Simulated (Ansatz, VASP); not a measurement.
**Ge: VASP beside Ansatz**

INCAR

```
SYSTEM = Ge
  PREC = Accurate
  ENCUT = 520
  EDIFF = 1E-6
  ISMEAR = -1
  SIGMA = 0.05
  LREAL = .FALSE.
  LASPH = .TRUE.
  NELM = 80
  ALGO = Normal
  ISIF = 2
  LWAVE = .FALSE.
  LCHARG = .FALSE.
  GGA = CA
  NBANDS = 21
```

KPOINTS

```
Automatic mesh
0
G
  13 13 13
  0 0 0
```

POSCAR

```
Ge
1.0
    0.0000000000      2.7633856408      2.7633856408
    2.7633856408      0.0000000000      2.7633856408
    2.7633856408      2.7633856408      0.0000000000
Ge
2
Direct
   -0.1250000000     -0.1250000000     -0.1250000000
    0.1250000000      0.1250000000      0.1250000000
```

Input for Ansatz:

```yaml
crystal:
  lattice:
    - [0.0, 2.7633856408, 2.7633856408]
    - [2.7633856408, 0.0, 2.7633856408]
    - [2.7633856408, 2.7633856408, 0.0]
  atoms:
    - { symbol: Ge, position: [-0.125, -0.125, -0.125] }
    - { symbol: Ge, position: [0.125, 0.125, 0.125] }
kpoints:
  mp_grid: { grid: [13, 13, 13] }
  band_path:
    path:
      - [0.0, 0.0, 0.0]
      - [0.5, 0.0, 0.5]
      - [0.625, 0.25, 0.625]
      - [0.375, 0.375, 0.75]
      - [0.0, 0.0, 0.0]
      - [0.5, 0.5, 0.5]
      - [0.5, 0.25, 0.75]
      - [0.5, 0.0, 0.5]
    npoints: 8
scf:
  occupations: { method: fermi_dirac, width: 0.05 }
hamiltonian:
  xc: lda
  pseudopotentials: { kind: all_electron, lapw: { basis_error: 0.001 } }
output:
  forces: true
  stress: true
  eigenvalues: true
  populations: true
  dos: { projected: true, de: 0.2, e_range: [-14, 8] }
```

Change from the starting cell: volume scaled by 0.95, LAPW.

Alike in both runs: task single point; functional LDA; k mesh 13 × 13 × 13; occupations fermi-dirac, width 0.05 eV; no spin polarisation.

```csv
,VASP,Ansatz
version,VASP 6.6.1,Ansatz 0.2.0
potentials or method,"VASP PAW LDA potentials, release 64 (Ge_d), cutoff 520 eV","all-electron LAPW, scalar-relativistic"
```

```csv
,VASP,Ansatz,Ansatz less VASP
pressure (GPa),4.5,4.2,-0.28
```

LDA's correlation is that of Perdew and Zunger in VASP and of Perdew and Wang (1992) in Ansatz. Ansatz ran all-electron here, and VASP with PAW potentials.
